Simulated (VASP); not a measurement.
# BN (Fmm2) in VASP: single point with PBE

Aim: the single point of BN with PBE.

Program: VASP 6.6.1. These are calculated values, not measurements. Logs are shortened: lines on timing, memory, paths and dates and some standing lists are left out, and cuts for length are marked.

## (1) The cell of the first run

The structure is orthorhombic, space group Fmm2 (No. 42). The conventional cell has a = 2.503 Å, b = 6.991 Å, c = 4.332 Å, α = 90.00°, β = 90.00°, γ = 90.00°. B (site symmetry mm2) has 3 N at 1.44 Å within 1.9 Å. N (site symmetry mm2) has 3 B at 1.44 Å within 1.9 Å.

## (2) Single point, PBE

Contents of INCAR:

```
SYSTEM = BN
PREC = Accurate
ENCUT = 600
EDIFF = 1E-6
ISMEAR = 0
SIGMA = 0.05
LREAL = Auto
LASPH = .True.
NELM = 120
ALGO = Normal
ISIF = 2
LWAVE = .False.
LCHARG = .True.
GGA = PE
LELF = .True.
LVHAR = .True.
NBANDS = 166
GGA_COMPAT = .False.
```

Contents of KPOINTS:

```
Automatic mesh
0
Gamma
  2 2 2
  0 0 0
```

Contents of POSCAR:

```
BN
1.0
    0.0000000000      6.9906320000      4.3321820000
    5.0065280000      6.9906310000     -4.3321820000
   -5.0065280000      6.9906320000     -4.3321830000
B N
32 32
Direct
    0.2500240000      0.2499880000      0.9999880000
    0.5000240000      0.4999880000      0.9999880000
    0.7500240000      0.7499880000      0.9999880000
    0.0000240000      0.9999880000      0.9999880000
    0.5000240000      0.2499880000      0.7499880000
    0.7500240000      0.4999880000      0.7499880000
    0.0000240000      0.7499880000      0.7499880000
    0.2500240000      0.9999880000      0.7499880000
    0.7500240000      0.2499880000      0.4999880000
    0.0000240000      0.4999880000      0.4999880000
    0.2500240000      0.7499880000      0.4999880000
    0.5000240000      0.9999880000      0.4999880000
    0.0000240000      0.2499880000      0.2499880000
    0.2500240000      0.4999880000      0.2499880000
    0.5000240000      0.7499880000      0.2499880000
    0.7500240000      0.9999880000      0.2499880000
    0.7500240000      0.2499880000      0.9999880000
    0.0000240000      0.4999880000      0.9999880000
    0.2500240000      0.7499880000      0.9999880000
    0.5000240000      0.9999880000      0.9999880000
    0.0000240000      0.2499880000      0.7499880000
    0.2500240000      0.4999880000      0.7499880000
    0.5000240000      0.7499880000      0.7499880000
    0.7500240000      0.9999880000      0.7499880000
    0.2500240000      0.2499880000      0.4999880000
    0.5000240000      0.4999880000      0.4999880000
    0.7500240000      0.7499880000      0.4999880000
    0.0000240000      0.9999880000      0.4999880000
    0.5000240000      0.2499880000      0.2499880000
    0.7500240000      0.4999880000      0.2499880000
    0.0000240000      0.7499880000      0.2499880000
    0.2500240000      0.9999880000      0.2499880000
    0.5833260000      0.0833370000      0.8333370000
    0.8333260000      0.3333370000      0.8333370000
    0.0833260000      0.5833370000      0.8333370000
    0.3333260000      0.8333370000      0.8333370000
    0.8333260000      0.0833370000      0.5833370000
    0.0833260000      0.3333370000      0.5833370000
    0.3333260000      0.5833370000      0.5833370000
    0.5833260000      0.8333370000      0.5833370000
    0.0833260000      0.0833370000      0.3333370000
    0.3333260000      0.3333370000      0.3333370000
    0.5833260000      0.5833370000      0.3333370000
    0.8333260000      0.8333370000      0.3333370000
    0.3333260000      0.0833370000      0.0833370000
    0.5833260000      0.3333370000      0.0833370000
    0.8333260000      0.5833370000      0.0833370000
    0.0833260000      0.8333370000      0.0833370000
    0.0833260000      0.0833370000      0.8333370000
    0.3333260000      0.3333370000      0.8333370000
    0.5833260000      0.5833370000      0.8333370000
    0.8333260000      0.8333370000      0.8333370000
    0.3333260000      0.0833370000      0.5833370000
    0.5833260000      0.3333370000      0.5833370000
    0.8333260000      0.5833370000      0.5833370000
    0.0833260000      0.8333370000      0.5833370000
    0.5833260000      0.0833370000      0.3333370000
    0.8333260000      0.3333370000      0.3333370000
    0.0833260000      0.5833370000      0.3333370000
    0.3333260000      0.8333370000      0.3333370000
    0.8333260000      0.0833370000      0.0833370000
    0.0833260000      0.3333370000      0.0833370000
    0.3333260000      0.5833370000      0.0833370000
    0.5833260000      0.8333370000      0.0833370000
```

Potentials or basis: VASP PAW PBE potentials, release 64 (B, N).

Run with:

```
$ cat potpaw_PBE.64/B/POTCAR potpaw_PBE.64/N/POTCAR > POTCAR
$ mpirun -np 1 vasp_std > vasp.out
```

OUTCAR:

```text
SYSTEM = BN
   PREC = Accurate
   ENCUT = 600
   EDIFF = 1E-6
   ISMEAR = 0
   LREAL = Auto
   LASPH = .True.
   NELM = 120
   ISIF = 2
   GGA = PE

 ion  position               nearest neighbor table
   1  0.250  0.250  1.000-  62 1.44  45 1.44  50 1.44
   2  0.500  0.500  1.000-  63 1.44  46 1.44  51 1.44
   3  0.750  0.750  1.000-  64 1.44  47 1.44  52 1.44
   4  0.000  1.000  1.000-  61 1.44  48 1.44  49 1.44
   5  0.500  0.250  0.750-  50 1.44  33 1.44  54 1.44
   6  0.750  0.500  0.750-  51 1.44  34 1.44  55 1.44
[... 56 lines left out ...]
  63  0.333  0.583  0.083-   2 1.44  19 1.44  14 1.44
  64  0.583  0.833  0.083-   3 1.44  20 1.44  15 1.44

  LATTYP: Found a base centered monoclinic cell.
 ALAT       =    16.4483110357
 B/A-ratio  =     0.6087589162
 C/A-ratio  =     0.5000000098
 COS(beta)  =    -0.4450411315

  Lattice vectors:

 A1 = (  -5.0065280000,  -6.9906310000,   4.3321820000)
 A2 = (   5.0065280000,  -6.9906320000,   4.3321830000)
 A3 = (   0.0000000000,   6.9906320000,   4.3321820000)

Analysis of symmetry for initial positions (statically):
=====================================================================
 Subroutine PRICEL returns following result:

  LATTYP: Found a face centered orthorhombic cell.
 ALAT       =     2.5032640000
 B/A-ratio  =     1.7306134111
 C/A-ratio  =     2.7926066727

  Lattice vectors:

 A1 = (   0.0000000000,  -3.4953157500,   2.1660912500)
 A2 = (   1.2516320000,  -3.4953160000,   0.0000002500)
 A3 = (   1.2516320000,   0.0000000000,   2.1660912500)

  32 primitive cells build up your supercell.

 Routine SETGRP: Setting up the symmetry group for a
 base centered monoclinic supercell.

 Subroutine GETGRP returns: Found  2 space group operations
 (whereof  2 operations were pure point group operations)
 out of a pool of  4 trial point group operations.

The static configuration has the point symmetry C_1h.

Analysis of symmetry for dynamics (positions and initial velocities):
=====================================================================
 Subroutine PRICEL returns following result:

  LATTYP: Found a face centered orthorhombic cell.
 ALAT       =     2.5032640000
 B/A-ratio  =     1.7306134111
 C/A-ratio  =     2.7926066727

  Lattice vectors:

 A1 = (   0.0000000000,  -3.4953157500,   2.1660912500)
 A2 = (   1.2516320000,  -3.4953160000,   0.0000002500)
 A3 = (   1.2516320000,   0.0000000000,   2.1660912500)

  32 primitive cells build up your supercell.

 Routine SETGRP: Setting up the symmetry group for a
 base centered monoclinic supercell.

 Subroutine GETGRP returns: Found  2 space group operations
 (whereof  2 operations were pure point group operations)
 out of a pool of  4 trial point group operations.

The dynamic configuration has the point symmetry C_1h.

 Subroutine INISYM returns: Found  2 space group operations
 (whereof  2 operations are pure point group operations),
 and found    32 'primitive' translations

----------------------------------------------------------------------------------------

                                     Primitive cell

  volume of cell :      18.9526

  direct lattice vectors                    reciprocal lattice vectors
     0.000000000 -3.495315750  2.166091250    -0.399478478 -0.143048580  0.230830556
     1.251632000 -3.495316000  0.000000250     0.399478450 -0.143048596 -0.230830539
     1.251632000  0.000000000  2.166091250     0.399478432  0.143048596  0.230830539

  length of vectors
     4.112077759  3.712656273  2.501706211     0.483041092  0.483041065  0.483041050

  position of ions in fractional coordinates (direct lattice)
     0.000048000  0.999952000  0.000048000
     0.666652000  0.333348000  0.666652000

  ion indices of the primitive-cell ions
   primitive index   ion index
                 1           1
                 2          50

----------------------------------------------------------------------------------------

 KPOINTS: Automatic mesh

Automatic generation of k-mesh.
 Grid dimensions read from file:
 generate k-points for:    2    2    2

 Generating k-lattice:

  Cartesian coordinates                     Fractional coordinates (reciprocal lattice)
    -0.000000002  0.035762149  0.057707635     0.500000000  0.000000000  0.000000000
     0.049934810  0.017881072 -0.028853819     0.000000000  0.500000000 -0.000000000
    -0.049934800  0.017881072 -0.028853819     0.000000000  0.000000000  0.500000000

  Length of vectors
     0.067890371  0.060380136  0.060380129

  Shift w.r.t. Gamma in fractional coordinates (k-lattice)
     0.000000000  0.000000000  0.000000000

 Subroutine IBZKPT returns following result:
 ===========================================

 Found      6 irreducible k-points:

 Following reciprocal coordinates:
            Coordinates               Weight
  0.000000  0.000000  0.000000      1.000000
  0.500000 -0.000000  0.000000      1.000000
 -0.000000  0.500000  0.000000      2.000000
  0.500000  0.500000  0.000000      2.000000
 -0.000000  0.500000  0.500000      1.000000
  0.500000  0.500000  0.500000      1.000000
   k-points           NKPTS =      6   k-points in BZ     NKDIM =      6   number of bands    NBANDS=    166
   number of dos      NEDOS =    301   number of ions     NIONS =     64
   total plane-waves  NPLWV = 448000
   dimension x,y,z NGX =    70 NGY =   80 NGZ =   80
   dimension x,y,z NGXF=   140 NGYF=  160 NGZF=  160
   ions per type =              32  32
   NGX,Y,Z   is equivalent  to a cutoff of  14.15, 13.81, 13.81 a.u.
   NGXF,Y,Z  is equivalent  to a cutoff of  28.30, 27.63, 27.63 a.u.
 SYSTEM =  BN
   PREC   = accura    normal or accurate (medium, high low for compatibility)
   ISTART =      0    job   : 0-new  1-cont  2-samecut
   ICHARG =      2    charge: 1-file 2-atom 10-const
   ISPIN  =      1    spin polarized calculation?
   LNONCOLLINEAR =      F non collinear calculations
   LSORBIT =      F    spin-orbit coupling
   LASPH  =      T    aspherical Exc in radial PAW
   ENCUT  =  600.0 eV  44.10 Ry    6.64 a.u.  16.43 19.23 19.23*2*pi/ulx,y,z
   NELM   =    120;   NELMIN=  2; NELMDL= -5     # of ELM steps
   EDIFF  = 0.1E-05   stopping-criterion for ELM
   LREAL  =      T    real-space projection
   EDIFFG = 0.1E-04   stopping-criterion for IOM
   NSW    =      0    number of steps for IOM
   IBRION =     -1    ionic relax: 0-MD 1-quasi-New 2-CG
   NFREE  =      0    steps in history (QN), initial steepest desc. (CG)
   ISIF   =      2    stress and relaxation
   ISYM   =      2    0-nonsym 1-usesym 2-fastsym
   POTIM  = 0.5000    time-step for ionic-motion
   TEBEG  =    0.0;   TEEND  =   0.0 temperature during run
   PSTRESS=    0.0 pullay stress
   NELECT =     256.0000    total number of electrons
   NUPDOWN=      -1.0000    fix difference up-down
   EMIN   =  10.00;   EMAX   =-10.00  energy-range for DOS
   EFERMI =   0.00;   METHOD = LEGACY
   ISMEAR =     0;   SIGMA  =   0.05  broadening in eV -4-tet -1-fermi 0-gaus
   EFERMI_NEDOS =   21; number of points for ismear=-14 and -15
   IALGO  =     38    algorithm
   IMIX   =      4    mixing-type and parameters
     AMIX     =   0.40;   BMIX     =  1.00
     AMIX_MAG =   1.60;   BMIX_MAG =  1.00
  volume/ion in A,a.u.               =       9.48        63.95
  Fermi-wavevector in a.u.,A,eV,Ry     =   1.228047  2.320672 20.518929  1.508099
  Thomas-Fermi vector in A             =   2.362987
   LORBIT       =      0    0 simple, 1 ext, 2 COOP (PROOUT), +10 PAW based schemes
   GGA     = PE    functional components
   LHFCALC =     F    Hartree Fock is set to
   AEXX    =    0.0000 exact exchange contribution
   IVDW    =     0    specifies the selected vdW correction
   LEPSILON=     F    determine dielectric tensor
   LRPA    =     F    only Hartree local field effects (RPA)
 non-spin polarized calculation
 Gauss-broadening in eV      SIGMA  =   0.05
  energy-cutoff  :      600.00
  volume of cell :      606.48
 maximum number of plane-waves:     20276
 NGX is ok and might be reduce to    70
   NGX = 33   NGY = 39   NGZ = 39

 number of electron     255.9999999 magnetization

 Free energy of the ion-electron system (eV)
  ---------------------------------------------------
  ext. energy  EPLUGINS =         0.00000000
  ---------------------------------------------------
  free energy    TOTEN  =      -562.88470529 eV

  energy without entropy =     -562.88470529  energy(sigma->0) =     -562.88470529

 E-fermi :   2.2966     XC(G=0):  -9.7395

 val. band max:        2.0041245531   @ k =  -0.0000   0.5000   0.5000
 cond. band min:       5.8262697928   @ k =   0.0000   0.0000   0.0000
 fundamental gap:      3.8221452398
 Fermi energy:         2.2966187796

 k-point     1 :       0.0000    0.0000    0.0000
  band No.  band energies     occupation
      1     -15.8887      2.00000
      2     -15.6933      2.00000
      3     -14.6948      2.00000
      4     -14.6948      2.00000
      5     -14.6948      2.00000
      6     -14.6948      2.00000
[... 132 lines left out ...]
    139       7.5000      0.00000
    140       7.5000      0.00000

 k-point     2 :       0.5000   -0.0000    0.0000
  band No.  band energies     occupation
      1     -15.5586      2.00000
      2     -15.5586      2.00000
      3     -15.4255      2.00000
      4     -15.4255      2.00000
      5     -14.9144      2.00000
      6     -14.9144      2.00000
[... 704 lines left out ...]
    139       7.5948      0.00000
    140       7.5948      0.00000
 [bands above 140 left out]

------------------------ aborting loop because EDIFF is reached ----------------------------------------

  FORCE on cell =-STRESS in cart. coord.  units (eV):
  Direction    XX          YY          ZZ          XY          YZ          ZX
  --------------------------------------------------------------------------------------
  -------------------------------------------------------------------------------------
  Total       14.9740619      5.6011385     15.1155355     -0.0000015     -0.0332920      0.0000015
  in kB       39.5576444     14.7967763     39.9313814     -0.0000040     -0.0879491      0.0000040
  external PRESSURE =      31.4286007 kB  Pullay stress =       0.0000000 kB

 VOLUME and BASIS-vectors are now :
 -----------------------------------------------------------------------------
  energy-cutoff  :      600.00
  volume of cell :      606.48
      direct lattice vectors                 reciprocal lattice vectors
     0.000000000  6.990632000  4.332182000    -0.000000004  0.071524298  0.115415270
     5.006528000  6.990631000 -4.332182000     0.099869620  0.035762145 -0.057707639
    -5.006528000  6.990632000 -4.332183000    -0.099869601  0.035762145 -0.057707639

 POSITION                                       TOTAL-FORCE (eV/Angst)
 -----------------------------------------------------------------------------------
     -3.75490     10.48595     -4.33198         0.000000     -0.000198      0.010082
     -2.50326     13.98126     -4.33198         0.000000     -0.000198      0.010082
     -1.25163     17.47658     -4.33198         0.000000     -0.000198      0.010082
      0.00000     13.98126     -8.66416         0.000000     -0.000198      0.010082
     -2.50326     10.48595     -2.16588         0.000000     -0.000198      0.010082
     -1.25163     13.98126     -2.16588         0.000000     -0.000198      0.010082
[... 56 lines left out ...]
      2.50326      6.99063     -1.44412         0.000000      0.000198     -0.010082
      3.75490     10.48595     -1.44412         0.000000      0.000198     -0.010082
 -----------------------------------------------------------------------------------
    total drift:                               -0.000174     -0.008835     -0.009854

  FREE ENERGIE OF THE ION-ELECTRON SYSTEM (eV)
  ---------------------------------------------------
  free  energy   TOTEN  =      -562.8847052904 eV

  energy  without entropy=     -562.8847052904  energy(sigma->0) =     -562.88470529
```

Run time: 16 min. Hardware: 1 thread of AMD EPYC 9R45 (Zen 5), shared host; peak memory 1.1 GiB.

What came out:

```yaml
Free_energy: -562.8847 eV
Pressure: 3.1 GPa
Largest_force: 0.010 eV/Å
Band_gap_on_the_k_mesh: 3.82 eV
```

Forces in eV/Å, atoms in the order of the input:
```
B    0.000  0.000  0.010
B    0.000  0.000  0.010
B    0.000  0.000  0.010
B    0.000  0.000  0.010
B    0.000  0.000  0.010
B    0.000  0.000  0.010
B    0.000  0.000  0.010
B    0.000  0.000  0.010
B    0.000  0.000  0.010
B    0.000  0.000  0.010
B    0.000  0.000  0.010
B    0.000  0.000  0.010
B    0.000  0.000  0.010
B    0.000  0.000  0.010
B    0.000  0.000  0.010
B    0.000  0.000  0.010
B    0.000  0.000  0.010
B    0.000  0.000  0.010
B    0.000  0.000  0.010
B    0.000  0.000  0.010
B    0.000  0.000  0.010
B    0.000  0.000  0.010
B    0.000  0.000  0.010
B    0.000  0.000  0.010
B    0.000  0.000  0.010
B    0.000  0.000  0.010
B    0.000  0.000  0.010
B    0.000  0.000  0.010
B    0.000  0.000  0.010
B    0.000  0.000  0.010
B    0.000  0.000  0.010
B    0.000  0.000  0.010
N    0.000  0.000 -0.010
N    0.000  0.000 -0.010
N    0.000  0.000 -0.010
N    0.000  0.000 -0.010
N    0.000  0.000 -0.010
N    0.000  0.000 -0.010
N    0.000  0.000 -0.010
N    0.000  0.000 -0.010
N    0.000  0.000 -0.010
N    0.000  0.000 -0.010
N    0.000  0.000 -0.010
N    0.000  0.000 -0.010
N    0.000  0.000 -0.010
N    0.000  0.000 -0.010
N    0.000  0.000 -0.010
N    0.000  0.000 -0.010
N    0.000  0.000 -0.010
N    0.000  0.000 -0.010
N    0.000  0.000 -0.010
N    0.000  0.000 -0.010
N    0.000  0.000 -0.010
N    0.000  0.000 -0.010
N    0.000  0.000 -0.010
N    0.000  0.000 -0.010
N    0.000  0.000 -0.010
N    0.000  0.000 -0.010
N    0.000  0.000 -0.010
N    0.000  0.000 -0.010
N    0.000  0.000 -0.010
N    0.000  0.000 -0.010
N    0.000  0.000 -0.010
N    0.000  0.000 -0.010
```

Stress tensor (GPa, compression positive):
```
 3.96  0.00  0.00
 0.00  1.48 -0.01
 0.00 -0.01  3.99
```

Caveat: the k points lie up to 0.43 Å⁻¹ apart.
